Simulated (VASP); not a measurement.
# H22CO11: single point with PBE+D3(BJ)

H22CO11:

```
CELL_PARAMETERS angstrom
7.12037 0.00000 0.00000
0.00000 7.12037 0.00000
0.00000 0.00000 7.12037
ATOMIC_POSITIONS crystal
O 0.41304 0.22503 0.46176
O 0.12686 0.44946 0.30321
O 0.48059 0.06384 0.96471
O 0.86171 0.71883 0.95516
O 0.62425 0.52398 0.22874
O 0.38429 0.38196 0.83143
O 0.24907 0.92335 0.32779
O 0.74686 0.92297 0.66467
O 0.73290 0.92817 0.26166
O 0.29010 0.76606 0.78407
O 0.99883 0.24889 0.66334
H 0.32663 0.26070 0.55824
H 0.33924 0.10768 0.41492
H 0.00510 0.46061 0.24539
H 0.16916 0.31293 0.29799
H 0.38324 0.14689 0.01256
H 0.44324 0.10785 0.84368
H 0.81639 0.76952 0.83522
H 0.99880 0.70244 0.91080
H 0.58717 0.41044 0.30362
H 0.65973 0.59653 0.33969
H 0.31105 0.45819 0.73534
H 0.35677 0.45207 0.94282
H 0.34490 0.84028 0.31095
H 0.13805 0.87024 0.28552
H 0.83251 0.03792 0.70116
H 0.76410 0.92237 0.53119
H 0.65853 0.95814 0.14628
H 0.82062 0.83241 0.19632
H 0.36689 0.85649 0.84382
H 0.36939 0.74898 0.66947
H 0.92596 0.49412 0.55667
H 0.78281 0.39150 0.77510
C 0.90314 0.38549 0.67325
```

```json
{
  "Program": "VASP 6.6.1",
  "Task": "single point",
  "Functional": "PBE",
  "Dispersion": "D3(BJ)",
  "Potentials or basis": "VASP PAW PBE potentials, release 64 (O, H, C)",
  "Cutoff": "520 eV",
  "k mesh": "1 × 1 × 1",
  "Occupations": "fermi-dirac, width 0.02 eV",
  "Spin": "no spin polarisation",
  "Dipole correction": "no",
  "Further INCAR settings": "LREAL = Auto; ALGO = Normal; EDIFF = 1e-06; NBANDS = 69"
}
```

```
Pressure                   : 0.7 GPa
Largest force              : 3.848 eV/Å
Band gap on the k mesh     : 3.70 eV
Dispersion energy per atom : -0.034 eV
```

Forces in eV/Å, atoms in the order of the input:
```
O   -0.630 -1.636 -1.111
O    0.981 -1.185 -0.010
O   -0.564 -0.444  0.777
O    3.055 -0.798 -0.575
O   -0.139 -1.165  1.623
O   -1.082  0.781 -2.107
O   -0.624  3.215  1.253
O    1.492  2.026  1.533
O    1.075 -1.377 -1.556
O   -0.156 -1.299 -2.188
O    1.857 -2.730  0.250
H   -0.351  0.497  0.791
H    1.177  1.126  0.248
H   -0.559 -0.336 -0.408
H   -0.630  1.888  0.115
H   -0.013 -0.085  1.574
H    1.020  0.167 -2.114
H   -0.792  0.605 -0.321
H   -1.652  0.250  1.025
H   -0.271  0.153 -0.965
H    0.103  0.771 -0.447
H    0.970 -0.856  1.343
H    0.084  0.643  0.905
H    2.760 -2.585 -0.715
H   -2.103 -1.023 -0.757
H   -1.360 -1.927 -0.451
H   -0.223 -0.057 -1.378
H    0.136  0.269  0.830
H   -1.250  1.195  0.609
H    0.844  1.312  1.622
H   -0.944 -0.039  0.660
H   -0.267  0.048  1.057
H    0.285  0.429 -0.249
C   -2.229  2.166 -0.863
```

Stress tensor (GPa, compression positive):
```
-0.39 -1.41  0.53
-1.41  1.76  1.01
 0.53  1.01  0.66
```

Levels at points of the mesh, in eV from the valence-band top:
| k point | band 44 | band 45 | band 46 | band 47 | band 48 | band 49 |
| --- | --- | --- | --- | --- | --- | --- |
| (0.00, 0.00, 0.00) | -0.44 | -0.25 | 0.00 | 3.70 | 4.11 | 6.57 |

Wall time 89 s on 1 thread of AMD EPYC 7R13 (shared host), peak memory 0.32 GiB.

Caveat: the k points lie up to 0.88 Å⁻¹ apart.
